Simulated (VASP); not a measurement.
Wanted: the native input for a VASP 6.6.1 run.

- Task: relaxation of cell and atoms
- Functional: PBE
- Potentials or basis: VASP PAW PBE potentials, release 64 (Ti_sv, W_sv, C)
- Cutoff: 600 eV
- k mesh: 12 × 12 × 6
- Occupations: gaussian, width 0.1 eV
- Spin: no spin polarisation
- Dipole correction: no
- Further INCAR settings: ALGO = Normal; EDIFF = 1e-06; IBRION = 2; EDIFFG = -0.01; NSW = 100; ISIF = 3

The structure of TiW2C3 lies in POSCAR:

```
TiW2C3
1.0
    3.0542544751      0.0000000000      0.0000000000
   -1.5271272375      2.6450619650      0.0000000000
    0.0000000000      0.0000000000      7.6875090845
Ti W C
1 2 3
Direct
    0.0000000000      0.0000000000      0.0000000000
    0.3333333333      0.6666666667      0.3272247803
    0.6666666667      0.3333333333      0.6727752197
    0.3333333333      0.6666666667      0.8359589286
    0.6666666667      0.3333333333      0.1640410714
    0.0000000000      0.0000000000      0.5000000000
```

These files were run (other wordings do the same):

INCAR

```
SYSTEM = TiW2C3
ALGO = Normal
EDIFF = 1E-6
EDIFFG = -0.01
ENCUT = 600
GGA = PE
IBRION = 2
ISIF = 3
ISMEAR = 0
LASPH = .TRUE.
LCHARG = .FALSE.
LREAL = .FALSE.
LWAVE = .FALSE.
NELM = 60
NSW = 100
PREC = Accurate
SIGMA = 0.1
```

KPOINTS

```
k-points
0
G
  12 12 6
  0 0 0
```

Potentials or basis: VASP PAW PBE potentials, release 64 (Ti_sv, W_sv, C).

Run with:

```sh
$ cat potpaw_PBE.64/Ti_sv/POTCAR potpaw_PBE.64/W_sv/POTCAR potpaw_PBE.64/C/POTCAR > POTCAR
$ mpirun -np 1 vasp_std > vasp.out
```

Results of the run:

```yaml
Relaxed_volume: 10.37 Å³/atom
Relaxed_cell: a = 3.070 Å, b = 3.070 Å, c = 7.625 Å, α = 90.00°, β = 90.00°, γ = 120.00°
Space_group_after_relaxing_to_0.05_Å: P-3m1 (No. 164)
Energy_gained_by_relaxing: 1.4 meV/atom
Ionic_steps: 11
Pressure_after_relaxing: 0.0 GPa
Band_gap_on_the_k_mesh: zero (band 26 reaches 12.30 eV, above the bottom of band 27 at 10.79 eV)
```

Caveat: spin-orbit coupling is left out, which moves the levels of the heavy elements.

Wall time 7.9 min on 1 thread of Intel(R) Xeon(R) 6975P-C (Granite Rapids), with other jobs on the host, peak memory 0.36 GiB.
